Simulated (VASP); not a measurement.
# BN (F-43m) in VASP: further runs

Aim: see how the results for BN move with the level of theory and the settings. Levels: PBE, RPBE, revPBE, BLYP. Tasks: single point.

Everything below comes from runs of VASP 6.6.1. Logs are shortened: lines on timing, memory, paths and dates and some standing lists are left out, and cuts for length are marked.

### Step 1. The cell of the first run

It takes space group F-43m (No. 216, cubic). The conventional cell has a = 3.625 Å, b = 3.625 Å, c = 3.625 Å, α = 90.00°, β = 90.00°, γ = 90.00°. Within 2.1 Å of N (site symmetry -43m) lie 4 B at 1.57 Å. Within 2.1 Å of B (site symmetry -43m) lie 4 N at 1.57 Å.

### Step 2. Single point, PBE

Input file INCAR:

```
SYSTEM = BN
PREC = Accurate
ENCUT = 520
EDIFF = 1E-6
ISMEAR = -1
SIGMA = 0.05
LREAL = .FALSE.
LASPH = .TRUE.
NELM = 80
ALGO = Normal
ISIF = 2
LWAVE = .FALSE.
LCHARG = .FALSE.
GGA = PE
NBANDS = 11
```

Input file KPOINTS:

```
Automatic mesh
0
G
  13 13 13
  0 0 0
```

Input file POSCAR:

```
BN
1.0
    0.0000000000      1.8123263662      1.8123263662
    1.8123263662      0.0000000000      1.8123263662
    1.8123263662      1.8123263662      0.0000000000
N B
1 1
Direct
    0.2500000000      0.2500000000      0.2500000000
    0.0000000000      0.0000000000      0.0000000000
```

Potentials or basis: VASP PAW PBE potentials, release 64 (N, B).

On the command line:

```bash
cat potpaw_PBE.64/N/POTCAR potpaw_PBE.64/B/POTCAR > POTCAR
mpirun -np 1 vasp_std > vasp.out
```

OUTCAR:

```text
SYSTEM = BN
   PREC = Accurate
   ENCUT = 520
   EDIFF = 1E-6
   ISMEAR = -1
   LREAL = .FALSE.
   LASPH = .TRUE.
   NELM = 80
   ISIF = 2
   GGA = PE

 ion  position               nearest neighbor table
   1  0.250  0.250  0.250-   2 1.57   2 1.57   2 1.57   2 1.57
   2  0.000  0.000  0.000-   1 1.57   1 1.57   1 1.57   1 1.57

  LATTYP: Found a face centered cubic cell.
 ALAT       =     3.6246527324

  Lattice vectors:

 A1 = (   0.0000000000,   1.8123263662,   1.8123263662)
 A2 = (   1.8123263662,   0.0000000000,   1.8123263662)
 A3 = (   1.8123263662,   1.8123263662,   0.0000000000)

Analysis of symmetry for initial positions (statically):
=====================================================================
 Subroutine PRICEL returns:
 Original cell was already a primitive cell.

 Routine SETGRP: Setting up the symmetry group for a
 face centered cubic supercell.

 Subroutine GETGRP returns: Found 24 space group operations
 (whereof 24 operations were pure point group operations)
 out of a pool of 48 trial point group operations.

The static configuration has the point symmetry T_d .

Analysis of symmetry for dynamics (positions and initial velocities):
=====================================================================
 Subroutine PRICEL returns:
 Original cell was already a primitive cell.

 Routine SETGRP: Setting up the symmetry group for a
 face centered cubic supercell.

 Subroutine GETGRP returns: Found 24 space group operations
 (whereof 24 operations were pure point group operations)
 out of a pool of 48 trial point group operations.

The dynamic configuration has the point symmetry T_d .

 Subroutine INISYM returns: Found 24 space group operations
 (whereof 24 operations are pure point group operations),
 and found     1 'primitive' translations

----------------------------------------------------------------------------------------

                                     Primitive cell

  volume of cell :      11.9053

  direct lattice vectors                    reciprocal lattice vectors
     0.000000000  1.812326366  1.812326366    -0.275888499  0.275888499  0.275888499
     1.812326366  0.000000000  1.812326366     0.275888499 -0.275888499  0.275888499
     1.812326366  1.812326366  0.000000000     0.275888499  0.275888499 -0.275888499

  length of vectors
     2.563016527  2.563016527  2.563016527     0.477852897  0.477852897  0.477852897

  position of ions in fractional coordinates (direct lattice)
     0.250000000  0.250000000  0.250000000
     0.000000000  0.000000000  0.000000000

  ion indices of the primitive-cell ions
   primitive index   ion index
                 1           1
                 2           2

----------------------------------------------------------------------------------------

 KPOINTS: Automatic mesh

Automatic generation of k-mesh.
 Grid dimensions read from file:
 generate k-points for:   13   13   13

 Generating k-lattice:

  Cartesian coordinates                     Fractional coordinates (reciprocal lattice)
    -0.021222192  0.021222192  0.021222192     0.076923077  0.000000000  0.000000000
     0.021222192 -0.021222192  0.021222192     0.000000000  0.076923077  0.000000000
     0.021222192  0.021222192 -0.021222192     0.000000000  0.000000000  0.076923077

  Length of vectors
     0.036757915  0.036757915  0.036757915

  Shift w.r.t. Gamma in fractional coordinates (k-lattice)
     0.000000000  0.000000000  0.000000000

 Subroutine IBZKPT returns following result:
 ===========================================

 Found     84 irreducible k-points:

 Following reciprocal coordinates:
            Coordinates               Weight
  0.000000  0.000000  0.000000      1.000000
  0.076923  0.000000  0.000000      8.000000
  0.153846  0.000000  0.000000      8.000000
  0.230769  0.000000  0.000000      8.000000
  0.307692  0.000000  0.000000      8.000000
  0.384615  0.000000  0.000000      8.000000
[... 16 lines left out ...]
  0.384615  0.153846  0.000000     24.000000
  0.461538  0.153846  0.000000     24.000000
 [... further k-points ...]
   k-points           NKPTS =     84   k-points in BZ     NKDIM =     84   number of bands    NBANDS=     11
   number of dos      NEDOS =    301   number of ions     NIONS =      2
   total plane-waves  NPLWV =   8000
   dimension x,y,z NGX =    20 NGY =   20 NGZ =   20
   dimension x,y,z NGXF=    40 NGYF=   40 NGZF=   40
   ions per type =               1   1
   NGX,Y,Z   is equivalent  to a cutoff of  12.97, 12.97, 12.97 a.u.
   NGXF,Y,Z  is equivalent  to a cutoff of  25.95, 25.95, 25.95 a.u.
 SYSTEM =  BN
   PREC   = accura    normal or accurate (medium, high low for compatibility)
   ISTART =      0    job   : 0-new  1-cont  2-samecut
   ICHARG =      2    charge: 1-file 2-atom 10-const
   ISPIN  =      1    spin polarized calculation?
   LNONCOLLINEAR =      F non collinear calculations
   LSORBIT =      F    spin-orbit coupling
   LASPH  =      T    aspherical Exc in radial PAW
   ENCUT  =  520.0 eV  38.22 Ry    6.18 a.u.   4.77  4.77  4.77*2*pi/ulx,y,z
   NELM   =     80;   NELMIN=  2; NELMDL= -5     # of ELM steps
   EDIFF  = 0.1E-05   stopping-criterion for ELM
   LREAL  =      F    real-space projection
   EDIFFG = 0.1E-04   stopping-criterion for IOM
   NSW    =      0    number of steps for IOM
   IBRION =     -1    ionic relax: 0-MD 1-quasi-New 2-CG
   NFREE  =      0    steps in history (QN), initial steepest desc. (CG)
   ISIF   =      2    stress and relaxation
   ISYM   =      2    0-nonsym 1-usesym 2-fastsym
   POTIM  = 0.5000    time-step for ionic-motion
   TEBEG  =    0.0;   TEEND  =   0.0 temperature during run
   PSTRESS=    0.0 pullay stress
   NELECT =       8.0000    total number of electrons
   NUPDOWN=      -1.0000    fix difference up-down
   EMIN   =  10.00;   EMAX   =-10.00  energy-range for DOS
   EFERMI =   0.00;   METHOD = LEGACY
   ISMEAR =    -1;   SIGMA  =   0.05  broadening in eV -4-tet -1-fermi 0-gaus
   EFERMI_NEDOS =   21; number of points for ismear=-14 and -15
   IALGO  =     38    algorithm
   IMIX   =      4    mixing-type and parameters
     AMIX     =   0.40;   BMIX     =  1.00
     AMIX_MAG =   1.60;   BMIX_MAG =  1.00
  volume/ion in A,a.u.               =       5.95        40.17
  Fermi-wavevector in a.u.,A,eV,Ry     =   1.433921  2.709717 27.975321  2.056128
  Thomas-Fermi vector in A             =   2.553386
   LORBIT       =      0    0 simple, 1 ext, 2 COOP (PROOUT), +10 PAW based schemes
   GGA     = PE    functional components
   LHFCALC =     F    Hartree Fock is set to
   AEXX    =    0.0000 exact exchange contribution
   IVDW    =     0    specifies the selected vdW correction
   LEPSILON=     F    determine dielectric tensor
   LRPA    =     F    only Hartree local field effects (RPA)
 non-spin polarized calculation
  energy-cutoff  :      520.00
  volume of cell :       11.91
 maximum number of plane-waves:       331
   NGX =  9   NGY =  9   NGZ =  9

 number of electron       7.9999999 magnetization

 Free energy of the ion-electron system (eV)
  ---------------------------------------------------
  ext. energy  EPLUGINS =         0.00000000
  ---------------------------------------------------
  free energy    TOTEN  =       -17.45099724 eV

  energy without entropy =      -17.45099724  energy(sigma->0) =      -17.45099724

 E-fermi :   8.2263     XC(G=0): -12.7826

 val. band max:        7.3047038226   @ k =   0.0000   0.0000   0.0000
 cond. band min:      11.8293559187   @ k =   0.4615   0.4615   0.0000
 fundamental gap:      4.5246520961
 Fermi energy:         8.2263164858

 k-point     1 :       0.0000    0.0000    0.0000
  band No.  band energies     occupation
      1     -12.8353      2.00000
      2       7.3047      2.00000
      3       7.3047      2.00000
      4       7.3047      2.00000
      5      16.0865      0.00000
      6      16.0865      0.00000
      7      16.0865      0.00000
      8      17.5242      0.00000
      9      31.9069      0.00000
     10      34.9758      0.00000
     11      34.9758      0.00000

 k-point     2 :       0.0769    0.0000    0.0000
  band No.  band energies     occupation
      1     -12.6921      2.00000
      2       6.5220      2.00000
      3       7.1508      2.00000
      4       7.1508      2.00000
      5      16.2618      0.00000
      6      16.3202      0.00000
      7      16.3202      0.00000
      8      18.0130      0.00000
      9      31.7488      0.00000
     10      32.9396      0.00000
     11      32.9396      0.00000

 k-point     3 :       0.1538    0.0000    0.0000
  band No.  band energies     occupation
      1     -12.2671      2.00000
      2       4.6693      2.00000
      3       6.7657      2.00000
      4       6.7657      2.00000
      5      16.5352      0.00000
      6      16.8847      0.00000
      7      16.8847      0.00000
      8      19.2088      0.00000
      9      31.2884      0.00000
     10      31.4024      0.00000
     11      31.4024      0.00000

 k-point     4 :       0.2308    0.0000    0.0000
  band No.  band energies     occupation
      1     -11.5767      2.00000
      2       2.4292      2.00000
      3       6.2996      2.00000
      4       6.2996      2.00000
      5      16.8026      0.00000
      6      17.4765      0.00000
      7      17.4765      0.00000
      8      20.4871      0.00000
      9      30.7581      0.00000
     10      30.8129      0.00000
     11      30.8129      0.00000

 k-point     5 :       0.3077    0.0000    0.0000
  band No.  band energies     occupation
      1     -10.6613      2.00000
      2       0.1875      2.00000
      3       5.8749      2.00000
      4       5.8749      2.00000
      5      17.0483      0.00000
      6      17.8462      0.00000
      7      17.8462      0.00000
      8      21.4900      0.00000
      9      30.4539      0.00000
     10      31.2592      0.00000
     11      31.2592      0.00000
[... 211 lines left out ...]
 k-point    21 :       0.2308    0.1538    0.0000
  band No.  band energies     occupation
      1     -11.5718      2.00000
      2       3.8421      2.00000
      3       5.2089      2.00000
      4       5.5945      2.00000
      5      15.0867      0.00000
      6      18.8033      0.00000
      7      19.1025      0.00000
      8      19.5838      0.00000
      9      26.1997      0.00000
     10      33.6277      0.00000
     11      35.3040      0.00000

 k-point    22 :       0.3077    0.1538    0.0000
  band No.  band energies     occupation
      1     -10.8162      2.00000
      2       1.8073      2.00000
      3       4.7768      2.00000
      4       5.1785      2.00000
      5      15.4435      0.00000
      6      19.1679      0.00000
      7      19.6941      0.00000
      8      20.0569      0.00000
      9      26.5882      0.00000
     10      33.5260      0.00000
     11      34.9270      0.00000

 k-point    23 :       0.3846    0.1538    0.0000
  band No.  band energies     occupation
      1      -9.8705      2.00000
      2      -0.2066      2.00000
      3       4.5321      2.00000
      4       4.6127      2.00000
      5      15.8442      0.00000
      6      19.3569      0.00000
      7      19.8904      0.00000
      8      20.7771      0.00000
      9      27.4619      0.00000
     10      33.3070      0.00000
     11      35.2171      0.00000

 k-point    24 :       0.4615    0.1538    0.0000
  band No.  band energies     occupation
      1      -8.8912      2.00000
      2      -1.9033      2.00000
      3       4.0612      2.00000
      4       4.4986      2.00000
      5      16.1620      0.00000
      6      19.3361      0.00000
      7      19.7631      0.00000
      8      21.8948      0.00000
      9      28.0759      0.00000
     10      33.3951      0.00000
     11      35.2354      0.00000

 [... further k-points ...]

------------------------ aborting loop because EDIFF is reached ----------------------------------------

  FORCE on cell =-STRESS in cart. coord.  units (eV):
  Direction    XX          YY          ZZ          XY          YZ          ZX
  --------------------------------------------------------------------------------------
  -------------------------------------------------------------------------------------
  Total        0.0191011      0.0191011      0.0191011     -0.0000000      0.0000000     -0.0000000
  in kB        2.5705735      2.5705735      2.5705735     -0.0000000      0.0000000     -0.0000000
  external PRESSURE =       2.5705735 kB  Pullay stress =       0.0000000 kB

 VOLUME and BASIS-vectors are now :
 -----------------------------------------------------------------------------
  energy-cutoff  :      520.00
  volume of cell :       11.91
      direct lattice vectors                 reciprocal lattice vectors
     0.000000000  1.812326366  1.812326366    -0.275888499  0.275888499  0.275888499
     1.812326366  0.000000000  1.812326366     0.275888499 -0.275888499  0.275888499
     1.812326366  1.812326366  0.000000000     0.275888499  0.275888499 -0.275888499

 POSITION                                       TOTAL-FORCE (eV/Angst)
 -----------------------------------------------------------------------------------
      0.90616      0.90616      0.90616        -0.000000     -0.000000     -0.000000
      0.00000      0.00000      0.00000         0.000000      0.000000      0.000000
 -----------------------------------------------------------------------------------
    total drift:                                0.000000      0.000000      0.000000

  FREE ENERGIE OF THE ION-ELECTRON SYSTEM (eV)
  ---------------------------------------------------
  free  energy   TOTEN  =       -17.4509972405 eV

  energy  without entropy=      -17.4509972405  energy(sigma->0) =      -17.45099724
```

Run time: 5.9 s. Hardware: 1 thread of Intel Xeon 6975P-C (Granite Rapids), shared host; peak memory 0.12 GiB.

What came out:

* Free energy: -17.4510 eV
* Pressure: 0.3 GPa
* Band gap on the k mesh: 4.52 eV, indirect (least direct gap 8.78 eV)

Levels at points of the mesh, in eV from the valence-band top:
| k point | band 2 | band 3 | band 4 | band 5 | band 6 | band 7 |
| --- | --- | --- | --- | --- | --- | --- |
| (0.00, 0.00, 0.00) | 0.00 | 0.00 | 0.00 | 8.78 | 8.78 | 8.78 |

A k mesh can miss the band edges. A hybrid or GW would open this gap; PBE tends to underestimate it.

### Step 3. Single point, RPBE

This run uses another cell than the first one, of 6.05 Å³/atom, 1.016 times its volume.

Input file INCAR:

```
SYSTEM = BN
PREC = Accurate
ENCUT = 520
EDIFF = 1E-6
ISMEAR = -1
SIGMA = 0.05
LREAL = .FALSE.
LASPH = .TRUE.
NELM = 100
ALGO = Normal
ISIF = 2
LWAVE = .FALSE.
LCHARG = .TRUE.
GGA = RP
LELF = .TRUE.
LVHAR = .TRUE.
NBANDS = 11
```

Input file KPOINTS:

```
regular mesh
0
G
  13 13 13
  0 0 0
```

Input file POSCAR:

```
BN
1.0
    0.0000000000      1.8217671076      1.8217671076
    1.8217671076      0.0000000000      1.8217671076
    1.8217671076      1.8217671076      0.0000000000
N B
1 1
Direct
    0.2500000000      0.2500000000      0.2500000000
    0.0000000000      0.0000000000      0.0000000000
```

Potentials or basis: VASP PAW PBE potentials, release 64 (N, B).

On the command line:

```bash
cat potpaw_PBE.64/N/POTCAR potpaw_PBE.64/B/POTCAR > POTCAR
mpirun -np 1 vasp_std > vasp.out
```

OUTCAR:

```text
SYSTEM = BN
   PREC = Accurate
   ENCUT = 520
   EDIFF = 1E-6
   ISMEAR = -1
   LREAL = .FALSE.
   LASPH = .TRUE.
   NELM = 100
   ISIF = 2
   GGA = RP

 ion  position               nearest neighbor table
   1  0.250  0.250  0.250-   2 1.58   2 1.58   2 1.58   2 1.58
   2  0.000  0.000  0.000-   1 1.58   1 1.58   1 1.58   1 1.58

  LATTYP: Found a face centered cubic cell.
 ALAT       =     3.6435342152

  Lattice vectors:

 A1 = (   0.0000000000,   1.8217671076,   1.8217671076)
 A2 = (   1.8217671076,   0.0000000000,   1.8217671076)
 A3 = (   1.8217671076,   1.8217671076,   0.0000000000)

Analysis of symmetry for initial positions (statically):
=====================================================================
 Subroutine PRICEL returns:
 Original cell was already a primitive cell.

 Routine SETGRP: Setting up the symmetry group for a
 face centered cubic supercell.

 Subroutine GETGRP returns: Found 24 space group operations
 (whereof 24 operations were pure point group operations)
 out of a pool of 48 trial point group operations.

The static configuration has the point symmetry T_d .
[... 169 lines left out ...]
      1     -12.8020      2.00000
      2       7.2301      2.00000
      3       7.2301      2.00000
      4       7.2301      2.00000
      5      15.9932      0.00000
      6      15.9932      0.00000
      7      15.9932      0.00000
      8      17.1933      0.00000
      9      31.6800      0.00000
     10      34.6375      0.00000
     11      34.6375      0.00000
[... 309 lines left out ...]
 k-point    24 :       0.4615    0.1538    0.0000
  band No.  band energies     occupation
      1      -8.9327      2.00000
      2      -1.8762      2.00000
      3       4.0187      2.00000
      4       4.4695      2.00000
      5      16.0444      0.00000
      6      19.1032      0.00000
      7      19.6268      0.00000
      8      21.7192      0.00000
      9      27.9385      0.00000
     10      33.1565      0.00000
     11      34.9815      0.00000

 [... further k-points ...]

------------------------ aborting loop because EDIFF is reached ----------------------------------------

  FORCE on cell =-STRESS in cart. coord.  units (eV):
  Direction    XX          YY          ZZ          XY          YZ          ZX
  --------------------------------------------------------------------------------------
  -------------------------------------------------------------------------------------
  Total        0.0189286      0.0189286      0.0189286     -0.0000000      0.0000000     -0.0000000
  in kB        2.5079533      2.5079533      2.5079533     -0.0000000      0.0000000     -0.0000000
  external PRESSURE =       2.5079533 kB  Pullay stress =       0.0000000 kB

 VOLUME and BASIS-vectors are now :
 -----------------------------------------------------------------------------
  energy-cutoff  :      520.00
  volume of cell :       12.09
      direct lattice vectors                 reciprocal lattice vectors
     0.000000000  1.821767108  1.821767108    -0.274458792  0.274458792  0.274458792
     1.821767108  0.000000000  1.821767108     0.274458792 -0.274458792  0.274458792
     1.821767108  1.821767108  0.000000000     0.274458792  0.274458792 -0.274458792

 POSITION                                       TOTAL-FORCE (eV/Angst)
 -----------------------------------------------------------------------------------
      0.91088      0.91088      0.91088         0.000000      0.000000      0.000000
      0.00000      0.00000      0.00000        -0.000000     -0.000000     -0.000000
 -----------------------------------------------------------------------------------
    total drift:                                0.000000      0.000000      0.000000

  FREE ENERGIE OF THE ION-ELECTRON SYSTEM (eV)
  ---------------------------------------------------
  free  energy   TOTEN  =       -16.6272353373 eV

  energy  without entropy=      -16.6272353373  energy(sigma->0) =      -16.62723534
```

OSZICAR:

```text
N       E                     dE             d eps       ncg     rms          rms(c)
DAV:   1     0.117365361151E+02    0.11737E+02   -0.50766E+03  1880   0.730E+02
DAV:   2    -0.169729732975E+02   -0.28710E+02   -0.27781E+02  2256   0.164E+02
DAV:   3    -0.174978336730E+02   -0.52486E+00   -0.52407E+00  2193   0.192E+01
DAV:   4    -0.174984856455E+02   -0.65197E-03   -0.65196E-03  1947   0.742E-01
DAV:   5    -0.174984863037E+02   -0.65824E-06   -0.65821E-06  2133   0.232E-02    0.661E+00
DAV:   6    -0.166828991988E+02    0.81559E+00   -0.28645E+00  1938   0.970E+00    0.325E+00
DAV:   7    -0.166326186659E+02    0.50281E-01   -0.97519E-02  2046   0.258E+00    0.194E+00
DAV:   8    -0.166267071504E+02    0.59115E-02   -0.33608E-02  2037   0.137E+00    0.158E-01
DAV:   9    -0.166270312028E+02   -0.32405E-03   -0.10966E-03  1977   0.257E-01    0.760E-02
DAV:  10    -0.166272235611E+02   -0.19236E-03   -0.23561E-04  1971   0.128E-01    0.160E-02
DAV:  11    -0.166272349841E+02   -0.11423E-04   -0.18657E-05  2129   0.370E-02    0.118E-02
DAV:  12    -0.166272353373E+02   -0.35322E-06   -0.19186E-06  1442   0.994E-03
   1 F= -.16627235E+02 E0= -.16627235E+02  d E =-.317144E-11
```

Wall time 6.2 s (1 thread of Intel Xeon 6975P-C (Granite Rapids), shared host); peak memory 0.12 GiB.

What came out:

```yaml
Free_energy: -16.6272 eV
Pressure: 0.3 GPa
Band_gap_on_the_k_mesh: 4.54 eV, indirect (least direct gap 8.76 eV)
```

Caveat: the PAW data sets were made with another functional, which shifts forces and pressure a little. A k mesh can miss the band edges.

(Continued in part 2 of 2.)
